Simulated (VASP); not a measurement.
# KTaO3 (Pm-3m) in VASP: settings compared, part 3 of 3

VASP 6.6.1.

## (5) Relaxation of cell and atoms, b88 exchange, pbe correlation

This run uses another cell than the first one, of 12.69 Å³/atom.

Input file INCAR:

```
SYSTEM = KTaO3
PREC     = Accurate       ! precision mode
ENCUT    = 600            ! plane-wave cutoff, eV
EDIFF    = 1E-7           ! SCF threshold, eV
ISMEAR   = -1             ! smearing method
SIGMA    = 0.05           ! smearing width, eV
LREAL    = .FALSE.        ! projectors in reciprocal space
LASPH    = .TRUE.         ! aspherical terms in the spheres
NELM     = 120            ! most SCF steps
ALGO     = Normal         ! electronic algorithm
ISIF     = 3              ! what is computed and relaxed
LWAVE    = .FALSE.        ! write WAVECAR
LCHARG   = .FALSE.        ! write CHGCAR
GGA      = LIBXC          ! functional
LIBXC1   = GGA_X_B88    
LIBXC2   = GGA_C_PBE    
IBRION   = 2              ! ionic algorithm
NSW      = 60             ! ionic steps
EDIFFG   = -0.01          ! ionic threshold
GGA_COMPAT= .FALSE.      
NELMIN   = 4
```

Input file KPOINTS:

```
Automatic mesh
0
G
  7 7 7
  0 0 0
```

Input file POSCAR:

```
KTaO3
1.0
    3.9883000000      0.0000000000      0.0000000000
    0.0000000000      3.9883000000      0.0000000000
    0.0000000000      0.0000000000      3.9883000000
Ta K O
1 1 3
Direct
    0.0000000000      0.0000000000      0.0000000000
    0.5000000000      0.5000000000      0.5000000000
    0.0000000000      0.0000000000      0.5000000000
    0.0000000000      0.5000000000      0.0000000000
    0.5000000000      0.0000000000      0.0000000000
```

Potentials or basis: VASP PAW PBE potentials, release 64 (Ta_pv, K_sv, O).

Started as:

```
$ cat potpaw_PBE.64/Ta_pv/POTCAR potpaw_PBE.64/K_sv/POTCAR potpaw_PBE.64/O/POTCAR > POTCAR
$ mpirun -np 1 vasp_std > vasp.out
```

OUTCAR:

```text
SYSTEM = KTaO3
   PREC = Accurate
   ENCUT = 600
   EDIFF = 1E-7
   ISMEAR = -1
   LREAL = .FALSE.
   LASPH = .TRUE.
   NELM = 120
   ISIF = 3
   GGA = LIBXC
   IBRION = 2
   NSW = 60
   EDIFFG = -0.01
   NELMIN = 4

 ion  position               nearest neighbor table
   1  0.000  0.000  0.000-   3 1.99   4 1.99   5 1.99   3 1.99   4 1.99   5 1.99   2 3.45   2 3.45
                             2 3.45   2 3.45   2 3.45   2 3.45   2 3.45   2 3.45
   2  0.500  0.500  0.500-   3 2.82   4 2.82   5 2.82   4 2.82   5 2.82   3 2.82   5 2.82   5 2.82
                             3 2.82   4 2.82   4 2.82   3 2.82   1 3.45   1 3.45   1 3.45   1 3.45
   3  0.000  0.000  0.500-   1 1.99   1 1.99   2 2.82   2 2.82   2 2.82   2 2.82
   4  0.000  0.500  0.000-   1 1.99   1 1.99   2 2.82   2 2.82   2 2.82   2 2.82
   5  0.500  0.000  0.000-   1 1.99   1 1.99   2 2.82   2 2.82   2 2.82   2 2.82

  LATTYP: Found a simple cubic cell.
 ALAT       =     3.9883000000

  Lattice vectors:

 A1 = (   3.9883000000,   0.0000000000,   0.0000000000)
 A2 = (   0.0000000000,   3.9883000000,   0.0000000000)
 A3 = (   0.0000000000,   0.0000000000,   3.9883000000)

Analysis of symmetry for initial positions (statically):
=====================================================================
 Subroutine PRICEL returns:
 Original cell was already a primitive cell.

 Routine SETGRP: Setting up the symmetry group for a
 simple cubic supercell.

 Subroutine GETGRP returns: Found 48 space group operations
 (whereof 48 operations were pure point group operations)
 out of a pool of 48 trial point group operations.

The static configuration has the point symmetry O_h .

Analysis of symmetry for dynamics (positions and initial velocities):
=====================================================================
 Subroutine PRICEL returns:
 Original cell was already a primitive cell.

 Routine SETGRP: Setting up the symmetry group for a
 simple cubic supercell.

 Subroutine GETGRP returns: Found 48 space group operations
[... 111 lines left out ...]
   ISYM   =      2    0-nonsym 1-usesym 2-fastsym
   POTIM  = 0.5000    time-step for ionic-motion
   TEBEG  =    0.0;   TEEND  =   0.0 temperature during run
   PSTRESS=    0.0 pullay stress
   NELECT =      38.0000    total number of electrons
   NUPDOWN=      -1.0000    fix difference up-down
   EMIN   =  10.00;   EMAX   =-10.00  energy-range for DOS
   EFERMI =   0.00;   METHOD = LEGACY
   ISMEAR =    -1;   SIGMA  =   0.05  broadening in eV -4-tet -1-fermi 0-gaus
   EFERMI_NEDOS =   21; number of points for ismear=-14 and -15
   IALGO  =     38    algorithm
   IMIX   =      4    mixing-type and parameters
     AMIX     =   0.40;   BMIX     =  1.00
     AMIX_MAG =   1.60;   BMIX_MAG =  1.00
  volume/ion in A,a.u.               =      12.69        85.62
  Fermi-wavevector in a.u.,A,eV,Ry     =   1.380008  2.607837 25.911228  1.904422
  Thomas-Fermi vector in A             =   2.504925
   LORBIT       =      0    0 simple, 1 ext, 2 COOP (PROOUT), +10 PAW based schemes
   GGA     = LIBXC    functional components
   LHFCALC =     F    Hartree Fock is set to
   AEXX    =    0.0000 exact exchange contribution
   IVDW    =     0    specifies the selected vdW correction
   LEPSILON=     F    determine dielectric tensor
   LRPA    =     F    only Hartree local field effects (RPA)
 conjugate gradient relaxation of ions
 non-spin polarized calculation
  energy-cutoff  :      600.00
  volume of cell :       63.44
 maximum number of plane-waves:      2146
 NGX is ok and might be reduce to    32
   NGX = 15   NGY = 15   NGZ = 15

--------------------------------------- Ionic step        1  -------------------------------------------

 number of electron      37.9999990 magnetization

 Free energy of the ion-electron system (eV)
  ---------------------------------------------------
  ext. energy  EPLUGINS =         0.00000000
  ---------------------------------------------------
  free energy    TOTEN  =       -40.35729707 eV

  energy without entropy =      -40.35729707  energy(sigma->0) =      -40.35729707

------------------------ aborting loop because EDIFF is reached ----------------------------------------

  FORCE on cell =-STRESS in cart. coord.  units (eV):
  Direction    XX          YY          ZZ          XY          YZ          ZX
  --------------------------------------------------------------------------------------
  -------------------------------------------------------------------------------------
  Total        2.2785941      2.2785941      2.2785941     -0.0000000     -0.0000000      0.0000000
  in kB       57.5458622     57.5458622     57.5458622     -0.0000000     -0.0000000      0.0000000
  external PRESSURE =      57.5458622 kB  Pullay stress =       0.0000000 kB
[... 65 lines left out ...]
--------------------------------------- Ionic step        3  -------------------------------------------

 number of electron      38.0000007 magnetization

 Free energy of the ion-electron system (eV)
  ---------------------------------------------------
  ext. energy  EPLUGINS =         0.00000000
  ---------------------------------------------------
  free energy    TOTEN  =       -40.38959208 eV

  energy without entropy =      -40.38959207  energy(sigma->0) =      -40.38959207

 E-fermi :   2.6469     XC(G=0): -10.7335

 val. band max:        1.4954266285   @ k =   0.4286   0.4286   0.4286
 cond. band min:       3.6588743977   @ k =   0.0000   0.0000   0.0000
 fundamental gap:      2.1634477692
 Fermi energy:         2.6468539930

 k-point     1 :       0.0000    0.0000    0.0000
  band No.  band energies     occupation
      1     -32.7256      2.00000
      2     -32.7256      2.00000
      3     -32.7256      2.00000
      4     -25.7877      2.00000
      5     -15.8901      2.00000
      6     -15.1934      2.00000
[... 541 lines left out ...]
  FREE ENERGIE OF THE ION-ELECTRON SYSTEM (eV)
  ---------------------------------------------------
  free  energy   TOTEN  =       -40.3895920750 eV

  energy  without entropy=      -40.3895920749  energy(sigma->0) =      -40.38959207

 reached required accuracy - stopping structural energy minimisation
```

It took 50 s on 1 thread of AMD EPYC 9R45 (Zen 5), shared host; peak memory 0.17 GiB.

What came out:

| Item | Value |
| --- | --- |
| Free energy | -40.3896 eV |
| Relaxed volume | 13.06 Å³/atom |
| Relaxed cell | a = 4.027 Å, b = 4.027 Å, c = 4.027 Å, α = 90.00°, β = 90.00°, γ = 90.00° |
| Space group after relaxing (to 0.1 Å) | Pm-3m (No. 221) |
| Energy gained by relaxing | 6.5 meV/atom |
| Ionic steps | 3 |
| Pressure after relaxing | 0.0 GPa |
| Band gap on the k mesh | 2.16 eV (least direct gap 2.74 eV) |

Step by step:
| step | energy change (eV) | largest force (eV/Å) | pressure (GPa) | volume (Å³) |
| --- | --- | --- | --- | --- |
| 1 | 0.0000 | 0.0000 | 5.75 | 63.44 |
| 2 | 0.0171 | 0.0000 | -6.30 | 67.72 |
| 3 | -0.0323 | 0.0000 | -0.04 | 65.30 |

Final structure:
```
Ta K O
1.0
     4.02696    0.00000    0.00000
     0.00000    4.02696    0.00000
     0.00000    0.00000    4.02696
Ta K O
1 1 3
Direct
  0.00000 0.00000 0.00000
  0.50000 0.50000 0.50000
  0.00000 0.00000 0.50000
  0.00000 0.50000 0.00000
  0.50000 0.00000 0.00000
```

Levels at points of the mesh, in eV from the valence-band top:
| k point | band 17 | band 18 | band 19 | band 20 | band 21 | band 22 |
| --- | --- | --- | --- | --- | --- | --- |
| (0.00, 0.00, 0.00) | -0.57 | -0.57 | -0.57 | 2.16 | 2.16 | 2.16 |

Caveat: the PAW data sets were made with another functional, which shifts forces and pressure a little; spin-orbit coupling is left out, which moves the levels of the heavy elements; an odd mesh through Γ misses points on the zone boundary, where band edges can lie.

## (6) Single point, r2SCAN, non-collinear spin, zero start, spin-orbit coupling

This run uses another cell than the first one, of 12.69 Å³/atom.

POSCAR is that of step 5.

Input file INCAR.step1:

```
  ALGO = Normal
  EDIFF = 1E-5
  ENCUT = 660
  GGA = PE
  GGA_COMPAT = F
  ISMEAR = -1
  LASPH = T
  LCHARG = F
  LMAXMIX = 4
  LREAL = F
  LSORBIT = T
  LWAVE = T
  MAGMOM = 0 0 0 0 0 0 0 0 0 0 0 0 0 0 0
  NBANDS = 55
  NELM = 200
  PREC = Accurate
  SIGMA = 0.05
```

Input file INCAR.step2:

```
  ALGO = Normal
  EDIFF = 1E-6
  ENCUT = 660
  GGA_COMPAT = F
  ISIF = 2
  ISMEAR = -1
  ISTART = 1
  LASPH = T
  LCHARG = F
  LMAXMIX = 4
  LMIXTAU = T
  LORBIT = 11
  LORBMOM = T
  LREAL = F
  LSORBIT = T
  LWAVE = F
  MAGMOM = 0 0 0 0 0 0 0 0 0 0 0 0 0 0 0
  METAGGA = R2SCAN
  NBANDS = 55
  NELM = 200
  PREC = Accurate
  SIGMA = 0.05
```

Input file KPOINTS:

```
k-points
0
Gamma
  5 5 5
```

Potentials or basis: VASP PAW PBE potentials, release 64 (Ta_sv_GW, K_sv, O).

Started as:

```
$ cat potpaw_PBE.64/Ta_sv_GW/POTCAR potpaw_PBE.64/K_sv/POTCAR potpaw_PBE.64/O/POTCAR > POTCAR
$ cp INCAR.step1 INCAR
$ mpirun -np 1 vasp_ncl > vasp.out
$ cp INCAR.step2 INCAR
$ mpirun -np 1 vasp_ncl > vasp.out
```

It took 8.6 min on 1 thread of Intel Xeon Platinum 8488C (Sapphire Rapids), shared host; peak memory 0.52 GiB.

Results (log left out):

| Property | Result |
| --- | --- |
| Free energy | -91.0955 eV |
| Pressure | 0.4 GPa |
| Net moment | 0.00 μB per cell |
| Valence electrons inside the program's atomic spheres | Ta 11.01; K 7.71; O 5.11 |

Moments on the atoms (μB; x, y, z):
```
Ta  0.00 0.00 0.00
K   0.00 0.00 0.00
O   0.00 0.00 0.00
O   0.00 0.00 0.00
O   0.00 0.00 0.00
```

Caveat: the PAW data sets were made with another functional, which shifts forces and pressure a little.

## (7) The runs side by side

```tsv
task	level	potentials or basis	spin	cell	k mesh	cutoff (eV)	gap on the mesh (eV)	pressure (GPa)
single point	LDA	VASP PAW LDA potentials, release 64 (Ta_pv, K_sv, O)	off	a = 4.041 Å, 5 atoms	7 × 7 × 7	520	2.00	-11.5
single point	PBEsol+D4	VASP PAW PBE potentials, release 64 (Ta_pv, K_sv, O)	off	a = 4.041 Å, 5 atoms	7 × 7 × 7	520	2.06	-8.2
single point	b88 exchange, pbe correlation	VASP PAW PBE potentials, release 64 (Ta_pv, K_sv, O)	off	a = 4.023 Å, 5 atoms	7 × 7 × 7	600	2.17	0.4
relaxation of cell and atoms	b88 exchange, pbe correlation	VASP PAW PBE potentials, release 64 (Ta_pv, K_sv, O)	off	relaxed from a = 3.988 Å, 5 atoms	7 × 7 × 7	600	2.16	0.0
single point	r2SCAN	VASP PAW PBE potentials, release 64 (Ta_sv_GW, K_sv, O)	non-collinear, zero start, SOC	a = 3.988 Å, 5 atoms	5 × 5 × 5	660	-	0.4
```

Alike in all rows: smearing fermi-dirac 0.05 eV.

Caveats: spin-orbit coupling is left out, which moves the levels of the heavy elements (at least some runs); an odd mesh through Γ misses points on the zone boundary, where band edges can lie (at least some runs); the PAW data sets were made with another functional, which shifts forces and pressure a little (at least some runs); the cell stands under tension (at least some runs).

Absolute energies hang on the potentials; compare differences alone.
